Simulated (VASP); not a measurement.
# Ge (Pm-3m) in VASP: a series of runs, part 2 of 2

VASP 6.6.1. The steps go on from the part before.

## (4) Single point, HF

This run uses another cell than the first one, of 21.09 Å³/atom.

POSCAR

```
Ge
1.0
    2.7630709614      0.0000000000      0.0000000000
    0.0000000000      2.7630709614      0.0000000000
    0.0000000000      0.0000000000      2.7630709614
Ge
1
Direct
    0.0000000000      0.0000000000      0.0000000000
```

INCAR.step1

```
PREC = Accurate
ENCUT = 520
EDIFF = 1E-5
ISMEAR = -1
SIGMA = 0.05
LREAL = F
LASPH = T
NELM = 60
ALGO = Normal
ISIF = 2
LWAVE = T
LCHARG = F
GGA = PE
NBANDS = 13
```

INCAR.step2

```
PREC = Accurate
ENCUT = 520
EDIFF = 1E-6
ISMEAR = -1
SIGMA = 0.05
LREAL = F
LASPH = T
NELM = 60
ALGO = Normal
ISIF = 2
LWAVE = F
LCHARG = F
GGA = PE
LHFCALC = T
AEXX = 1.0
ALDAC = 0.0
AGGAC = 0.0
PRECFOCK = Normal
ISTART = 1
NBANDS = 13
```

KPOINTS

```
Automatic mesh
0
Gamma
  5 5 5
```

Potentials or basis: VASP PAW PBE potentials, release 64 (Ge_d).

Started as:

```sh
$ cat potpaw_PBE.64/Ge_d/POTCAR > POTCAR
$ cp INCAR.step1 INCAR
$ mpirun -np 1 vasp_std > vasp.out
$ cp INCAR.step2 INCAR
$ mpirun -np 1 vasp_std > vasp.out
```

OUTCAR:

```text
PREC = Accurate
   ENCUT = 520
   EDIFF = 1E-6
   ISMEAR = -1
   LREAL = F
   LASPH = T
   NELM = 60
   ISIF = 2
   GGA = PE
   LHFCALC = T
   AEXX = 1.0
   PRECFOCK = Normal
   ISTART = 1

 ion  position               nearest neighbor table
   1  0.000  0.000  0.000-

  LATTYP: Found a simple cubic cell.
 ALAT       =     2.7630709614

  Lattice vectors:

 A1 = (   2.7630709614,   0.0000000000,   0.0000000000)
 A2 = (   0.0000000000,   2.7630709614,   0.0000000000)
 A3 = (   0.0000000000,   0.0000000000,   2.7630709614)

Analysis of symmetry for initial positions (statically):
=====================================================================
 Subroutine PRICEL returns:
 Original cell was already a primitive cell.

 Routine SETGRP: Setting up the symmetry group for a
 simple cubic supercell.

 Subroutine GETGRP returns: Found 48 space group operations
 (whereof 48 operations were pure point group operations)
 out of a pool of 48 trial point group operations.

The static configuration has the point symmetry O_h .
[... 158 lines left out ...]

 k-point     1 :       0.0000    0.0000    0.0000
  band No.  band energies     occupation
      1     -33.3583      2.00000
      2     -33.3583      2.00000
      3     -33.1465      2.00000
      4     -33.1465      2.00000
      5     -33.1465      2.00000
      6     -13.6277      2.00000
      7      17.6597      0.00000
      8      17.6597      0.00000
      9      17.6597      0.00000
     10      20.8228      0.00000
     11      20.8228      0.00000
     12      23.5839      0.00000
     13      40.9995      0.00000
[... 130 lines left out ...]
  band No.  band energies     occupation
      1     -33.2538      2.00000
      2     -33.2531      2.00000
      3     -33.2531      2.00000
      4     -33.1164      2.00000
      5     -33.1164      2.00000
      6      -0.4993      2.00000
      7       8.3296      0.00000
      8       8.3296      0.00000
      9      11.1086      0.00000
     10      17.8489      0.00000
     11      18.5194      0.00000
     12      18.5194      0.00000
     13      24.1750      0.00000

------------------------ aborting loop because EDIFF is reached ----------------------------------------

  FORCE on cell =-STRESS in cart. coord.  units (eV):
  Direction    XX          YY          ZZ          XY          YZ          ZX
  --------------------------------------------------------------------------------------
  -------------------------------------------------------------------------------------
  Total       -0.0549522     -0.0549522     -0.0549522      0.0000000      0.0000000      0.0000000
  in kB       -4.1736848     -4.1736848     -4.1736848      0.0000000      0.0000000      0.0000000
  external PRESSURE =      -4.1736848 kB  Pullay stress =       0.0000000 kB

 VOLUME and BASIS-vectors are now :
 -----------------------------------------------------------------------------
  energy-cutoff  :      520.00
  volume of cell :       21.09
      direct lattice vectors                 reciprocal lattice vectors
     2.763070961  0.000000000  0.000000000     0.361916148  0.000000000  0.000000000
     0.000000000  2.763070961  0.000000000     0.000000000  0.361916148  0.000000000
     0.000000000  0.000000000  2.763070961     0.000000000  0.000000000  0.361916148

 POSITION                                       TOTAL-FORCE (eV/Angst)
 -----------------------------------------------------------------------------------
      0.00000      0.00000      0.00000         0.000000      0.000000      0.000000
 -----------------------------------------------------------------------------------
    total drift:                                0.000000      0.000000      0.000000

  FREE ENERGIE OF THE ION-ELECTRON SYSTEM (eV)
  ---------------------------------------------------
  free  energy   TOTEN  =        -8.0214538629 eV

  energy  without entropy=       -8.0181283229  energy(sigma->0) =       -8.01979109
```

OUTCAR.step1:

```text
PREC = Accurate
   ENCUT = 520
   EDIFF = 1E-5
   ISMEAR = -1
   LREAL = F
[... 359 lines left out ...]

 POSITION                                       TOTAL-FORCE (eV/Angst)
 -----------------------------------------------------------------------------------
      0.00000      0.00000      0.00000         0.000000      0.000000      0.000000
 -----------------------------------------------------------------------------------
    total drift:                                0.000000     -0.000000      0.000000

  FREE ENERGIE OF THE ION-ELECTRON SYSTEM (eV)
  ---------------------------------------------------
  free  energy   TOTEN  =        -4.4022722669 eV

  energy  without entropy=       -4.3989465595  energy(sigma->0) =       -4.40060941
```

OSZICAR.step1:

```text
N       E                     dE             d eps       ncg     rms          rms(c)
DAV:   1     0.634102567622E+02    0.63410E+02   -0.73718E+03   283   0.286E+03
DAV:   2     0.132778636111E+01   -0.62082E+02   -0.59621E+02   270   0.404E+02
DAV:   3    -0.431613007088E+01   -0.56439E+01   -0.56144E+01   295   0.713E+01
DAV:   4    -0.440439156488E+01   -0.88261E-01   -0.88248E-01   290   0.958E+00
DAV:   5    -0.440519981208E+01   -0.80825E-03   -0.80823E-03   320   0.103E+00    0.122E+00
DAV:   6    -0.440246069526E+01    0.27391E-02   -0.53501E-03   310   0.160E+00    0.700E-01
DAV:   7    -0.440226826434E+01    0.19243E-03   -0.38660E-03   305   0.112E+00    0.716E-02
DAV:   8    -0.440227442101E+01   -0.61567E-05   -0.60347E-04   320   0.553E-01    0.292E-02
DAV:   9    -0.440227226693E+01    0.21541E-05   -0.21629E-05   299   0.936E-02
   1 F= -.44022723E+01 E0= -.44006094E+01  d E =-.332571E-02
```

It took 4.4 min on 1 thread of Intel Xeon 8259CL, shared host; peak memory 0.14 GiB.

Results:

| Quantity | Value |
| --- | --- |
| Free energy | -8.0215 eV |
| Pressure | -0.4 GPa |
| Band gap on the k mesh | zero (bands 7 and 8 overlap by 14.68 eV) |

Levels at points of the mesh, in eV from the Fermi level:
```csv
k point,band 4,band 5,band 6,band 7,band 8,band 9
"(0.00, 0.00, 0.00)",-37.59,-37.59,-18.07,13.22,13.22,13.22
```

Caveat: the k points lie up to 0.45 Å⁻¹ apart, too coarse for converged energies and pressures of a metal; the PAW data sets were made with another functional, which shifts forces and pressure a little.

## (5) Relaxation of cell and atoms, HF

POSCAR

```
Ge
1.0
    2.7104700000      0.0000000000      0.0000000000
    0.0000000000      2.7104700000      0.0000000000
    0.0000000000      0.0000000000      2.7104700000
Ge
1
Direct
    0.0000000000      0.0000000000      0.0000000000
```

INCAR.step1

```
ALGO     = Normal         # electronic algorithm
EDIFF    = 1E-5           # SCF threshold, eV
ENCUT    = 600            # plane-wave cutoff, eV
GGA      = PE             # functional
ISMEAR   = -1             # smearing method
LASPH    = True           # aspherical terms in the spheres
LCHARG   = False          # write CHGCAR
LREAL    = False          # projectors in reciprocal space
LWAVE    = True           # write WAVECAR
NBANDS   = 13             # bands
NELM     = 60             # most SCF steps
PREC     = Accurate       # precision mode
SIGMA    = 0.05           # smearing width, eV
```

INCAR.step2

```
AEXX     = 1.0            # exact-exchange fraction
AGGAC    = 0.0          
ALDAC    = 0.0          
ALGO     = Normal         # electronic algorithm
EDIFF    = 1E-6           # SCF threshold, eV
EDIFFG   = -0.01          # ionic threshold
ENCUT    = 600            # plane-wave cutoff, eV
GGA      = PE             # functional
IBRION   = 2              # ionic algorithm
ISIF     = 3              # what is computed and relaxed
ISMEAR   = -1             # smearing method
ISTART   = 1            
LASPH    = True           # aspherical terms in the spheres
LCHARG   = False          # write CHGCAR
LHFCALC  = True           # exact exchange
LREAL    = False          # projectors in reciprocal space
LWAVE    = False          # write WAVECAR
NELM     = 60             # most SCF steps
NSW      = 60             # ionic steps
PREC     = Accurate       # precision mode
PRECFOCK = Normal       
SIGMA    = 0.05           # smearing width, eV
```

KPOINTS

```
k-points
0
Gamma
  5 5 5
```

Started as:

```sh
$ cat potpaw_PBE.64/Ge_d/POTCAR > POTCAR
$ cp INCAR.step1 INCAR
$ mpirun -np 1 vasp_std > vasp.out
$ cp INCAR.step2 INCAR
$ mpirun -np 1 vasp_std > vasp.out
```

It took 17 min on 1 thread of Intel Xeon Platinum 8488C (Sapphire Rapids), shared host; peak memory 0.15 GiB.

Results (log left out):

| Property | Result |
| --- | --- |
| Free energy | -8.0221 eV |
| Relaxed volume | 20.92 Å³/atom |
| Relaxed cell | a = 2.755 Å, b = 2.755 Å, c = 2.755 Å, α = 90.00°, β = 90.00°, γ = 90.00° |
| Space group after relaxing (to 0.1 Å) | Pm-3m (No. 221) |
| Energy gained by relaxing | 11.8 meV/atom |
| Ionic steps | 7 |
| Pressure after relaxing | 0.0 GPa |
| Band gap on the k mesh | zero (bands 7 and 8 overlap by 14.74 eV) |

Step by step:
| step | energy change (eV) | largest force (eV/Å) | pressure (GPa) | volume (Å³) |
| --- | --- | --- | --- | --- |
| 1 | 0.0000 | 0.0000 | 4.44 | 19.91 |
| 2 | -0.0077 | 0.0000 | -2.19 | 21.55 |
| 3 | -0.0118 | 0.0000 | 0.24 | 20.88 |
| 4 | -0.0118 | 0.0000 | -0.26 | 20.94 |
| 5 | -0.0118 | 0.0000 | 0.14 | 20.91 |
| 6 | -0.0118 | 0.0000 | 0.25 | 20.91 |
| 7 | -0.0118 | 0.0000 | 0.00 | 20.92 |

Final structure:
```xyz
1
Lattice="2.7552 0.0000 0.0000 0.0000 2.7552 0.0000 0.0000 0.0000 2.7552" Properties=species:S:1:pos:R:3 pbc="T T T"
Ge    0.0000    0.0000    0.0000
```

Levels at points of the mesh, in eV from the Fermi level:
| k point | band 4 | band 5 | band 6 | band 7 | band 8 | band 9 |
| --- | --- | --- | --- | --- | --- | --- |
| (0.00, 0.00, 0.00) | -37.59 | -37.59 | -18.16 | 13.28 | 13.28 | 13.28 |

Caveat: the k points lie up to 0.46 Å⁻¹ apart in the final cell, too coarse for converged energies and pressures of a metal; the PAW data sets were made with another functional, which shifts forces and pressure a little.

## (6) Single point, HSE06, non-collinear spin, zero start, spin-orbit coupling

POSCAR is that of step 5.

INCAR.step1

```
PREC     = Accurate       # precision mode
ENCUT    = 520            # plane-wave cutoff, eV
EDIFF    = 1E-5           # SCF threshold, eV
ISMEAR   = -1             # smearing method
SIGMA    = 0.05           # smearing width, eV
LREAL    = F              # projectors in reciprocal space
LASPH    = T              # aspherical terms in the spheres
NELM     = 150            # most SCF steps
ALGO     = Normal         # electronic algorithm
ISIF     = 2              # what is computed and relaxed
LWAVE    = T              # write WAVECAR
LCHARG   = F              # write CHGCAR
LNONCOLLINEAR= T              # non-collinear magnetism
MAGMOM   = 0 0 0          # initial moments
LORBIT   = 11             # projections on sites
LSORBIT  = T              # spin-orbit coupling
GGA_COMPAT= F            
LORBMOM  = T            
GGA      = PE             # functional
NBANDS   = 25             # bands
```

INCAR.step2

```
PREC     = Accurate       # precision mode
ENCUT    = 520            # plane-wave cutoff, eV
EDIFF    = 1E-7           # SCF threshold, eV
ISMEAR   = -1             # smearing method
SIGMA    = 0.05           # smearing width, eV
LREAL    = F              # projectors in reciprocal space
LASPH    = T              # aspherical terms in the spheres
NELM     = 150            # most SCF steps
ALGO     = Normal         # electronic algorithm
ISIF     = 2              # what is computed and relaxed
LWAVE    = F              # write WAVECAR
LCHARG   = F              # write CHGCAR
LNONCOLLINEAR= T              # non-collinear magnetism
MAGMOM   = 0 0 0          # initial moments
LORBIT   = 11             # projections on sites
LSORBIT  = T              # spin-orbit coupling
GGA_COMPAT= F            
LORBMOM  = T            
GGA      = PE             # functional
LHFCALC  = T              # exact exchange
HFSCREEN = 0.2079         # screening, 1/A
PRECFOCK = Normal       
ISTART   = 1            
NBANDS   = 25             # bands
```

KPOINTS

```
regular mesh
0
Gamma
  4 4 4
```

Potentials or basis: VASP PAW PBE potentials, release 64 (Ge_d).

Started as:

```sh
$ cat potpaw_PBE.64/Ge_d/POTCAR > POTCAR
$ cp INCAR.step1 INCAR
$ mpirun -np 1 vasp_ncl > vasp.out
$ cp INCAR.step2 INCAR
$ mpirun -np 1 vasp_ncl > vasp.out
```

OUTCAR:

```text
PREC = Accurate
   ENCUT = 520
   EDIFF = 1E-7
   ISMEAR = -1
   LREAL = F
   LASPH = T
   NELM = 150
   ISIF = 2
   LNONCOLLINEAR = T
   LORBIT = 11
   LSORBIT = T
   GGA = PE
   LHFCALC = T
   HFSCREEN = 0.2079
   PRECFOCK = Normal
   ISTART = 1

 ion  position               nearest neighbor table
   1  0.000  0.000  0.000-

  LATTYP: Found a simple cubic cell.
 ALAT       =     2.7104700000

  Lattice vectors:

 A1 = (   2.7104700000,   0.0000000000,   0.0000000000)
 A2 = (   0.0000000000,   2.7104700000,   0.0000000000)
 A3 = (   0.0000000000,   0.0000000000,   2.7104700000)

Analysis of symmetry for initial positions (statically):
[... 516 lines left out ...]
 # of ion     p       d       tot
 ----------------------------------------
  1         0.000   0.000   0.000
 ----------------------------------------
            0.000   0.000   0.000

 Spin-Orbit-Coupling matrix elements

 Ion:    1  E_soc:     -0.0239382
 l=   1
     0.0000000    -0.0031668    -0.0031668
    -0.0031668     0.0000000    -0.0031668
    -0.0031668    -0.0031668     0.0000000
 l=   2
     0.0000000    -0.0001690     0.0000000    -0.0001690    -0.0006539
    -0.0001690     0.0000000    -0.0004904    -0.0001690    -0.0001635
     0.0000000    -0.0004904     0.0000000    -0.0004904     0.0000000
    -0.0001690    -0.0001690    -0.0004904     0.0000000    -0.0001635
    -0.0006539    -0.0001635     0.0000000    -0.0001635     0.0000000
 l=   3
     0.0000000     0.0000000     0.0000000     0.0000000     0.0000000     0.0000000     0.0000000
     0.0000000     0.0000000     0.0000000     0.0000000     0.0000000     0.0000000     0.0000000
     0.0000000     0.0000000     0.0000000     0.0000000     0.0000000     0.0000000     0.0000000
     0.0000000     0.0000000     0.0000000     0.0000000     0.0000000     0.0000000     0.0000000
     0.0000000     0.0000000     0.0000000     0.0000000     0.0000000     0.0000000     0.0000000
     0.0000000     0.0000000     0.0000000     0.0000000     0.0000000     0.0000000     0.0000000
     0.0000000     0.0000000     0.0000000     0.0000000     0.0000000     0.0000000     0.0000000

 total charge

# of ion       s       p       d       tot
------------------------------------------
    1        1.195   1.044  10.019  12.259

 magnetization (x)

# of ion       s       p       d       tot
------------------------------------------
    1        0.000   0.000   0.000   0.000

 magnetization (y)

# of ion       s       p       d       tot
------------------------------------------
    1       -0.000   0.000   0.000   0.000

 magnetization (z)

# of ion       s       p       d       tot
------------------------------------------
    1       -0.000   0.000  -0.000   0.000
```

OUTCAR.step1:

```text
PREC = Accurate
   ENCUT = 520
   EDIFF = 1E-5
   ISMEAR = -1
   LREAL = F
   LASPH = T
   NELM = 150
   ISIF = 2
   LNONCOLLINEAR = T
   LORBIT = 11
   LSORBIT = T
   GGA = PE

[... 549 lines left out ...]
 total charge

# of ion       s       p       d       tot
------------------------------------------
    1        1.194   1.044  10.017  12.255

 magnetization (x)

# of ion       s       p       d       tot
------------------------------------------
    1       -0.000   0.000   0.000  -0.000

 magnetization (y)

# of ion       s       p       d       tot
------------------------------------------
    1       -0.000   0.000   0.000  -0.000

 magnetization (z)

# of ion       s       p       d       tot
------------------------------------------
    1       -0.000   0.000  -0.000  -0.000
```

OSZICAR.step1:

```text
N       E                     dE             d eps       ncg     rms          rms(c)
DAV:   1     0.876435060181E+02    0.87644E+02   -0.68433E+03   645   0.317E+03
DAV:   2     0.868597198335E+01   -0.78958E+02   -0.75373E+02   516   0.531E+02
DAV:   3    -0.374086100137E+01   -0.12427E+02   -0.12330E+02   544   0.119E+02
DAV:   4    -0.410001359028E+01   -0.35915E+00   -0.35876E+00   575   0.228E+01
DAV:   5    -0.410482960682E+01   -0.48160E-02   -0.48151E-02   561   0.283E+00    0.140E+00
DAV:   6    -0.410364444298E+01    0.11852E-02   -0.61877E-03   665   0.172E+00    0.805E-01
DAV:   7    -0.410481430596E+01   -0.11699E-02   -0.46807E-03   658   0.130E+00    0.140E-01
DAV:   8    -0.410487407965E+01   -0.59774E-04   -0.40094E-04   648   0.400E-01    0.905E-02
DAV:   9    -0.410492948664E+01   -0.55407E-04   -0.14583E-04   656   0.259E-01    0.232E-02
DAV:  10    -0.410492644625E+01    0.30404E-05   -0.21962E-05   594   0.108E-01
   1 F= -.41049264E+01 E0= -.41025033E+01  d E =-.484634E-02  mag=     0.0000    -0.0000    -0.0000
```

Run time: 8.1 min. Hardware: 1 thread of Intel Xeon Platinum 8488C (Sapphire Rapids), shared host; peak memory 0.27 GiB.

What came out:

| Quantity | Value |
| --- | --- |
| Free energy | -4.8156 eV |
| Pressure | -1.6 GPa |
| Net moment | 0.00 μB per cell |
| Valence electrons inside the program's atomic spheres | Ge 12.26 |

Moments on the atoms (μB; x, y, z):
```
Ge  0.00 0.00 0.00
```

Caveat: the k points lie up to 0.58 Å⁻¹ apart; the PAW data sets were made with another functional, which shifts forces and pressure a little.

## (7) The runs side by side

| task | level | spin | cell | k mesh | cutoff (eV) | share of exact exchange | screening parameter | gap on the mesh (eV) | pressure (GPa) |
| --- | --- | --- | --- | --- | --- | --- | --- | --- | --- |
| single point | r2SCAN50 | off | a = 2.710 Å, 1 atom | 5 × 5 × 5 | 520 | 0.5 | - | none | -3.4 |
| single point | HF | off | a = 2.710 Å, 1 atom | 5 × 5 × 5 | 520 | 1 | - | none | 4.0 |
| single point | HF | off | a = 2.763 Å, 1 atom | 5 × 5 × 5 | 520 | 1 | - | none | -0.4 |
| relaxation of cell and atoms | HF | off | relaxed from a = 2.710 Å, 1 atom | 5 × 5 × 5 | 600 | 1 | - | none | 0.0 |
| single point | HSE06 | non-collinear, zero start, SOC | a = 2.710 Å, 1 atom | 4 × 4 × 4 | 520 | 0.25 | 0.2079 1/Å | - | -1.6 |

Alike in all rows: potentials or basis VASP PAW PBE potentials, release 64 (Ge_d); smearing fermi-dirac 0.05 eV.

Caveats: all runs use coarse meshes; the PAW data sets were made with another functional, which shifts forces and pressure a little.

Absolute energies hang on the potentials; compare differences alone.
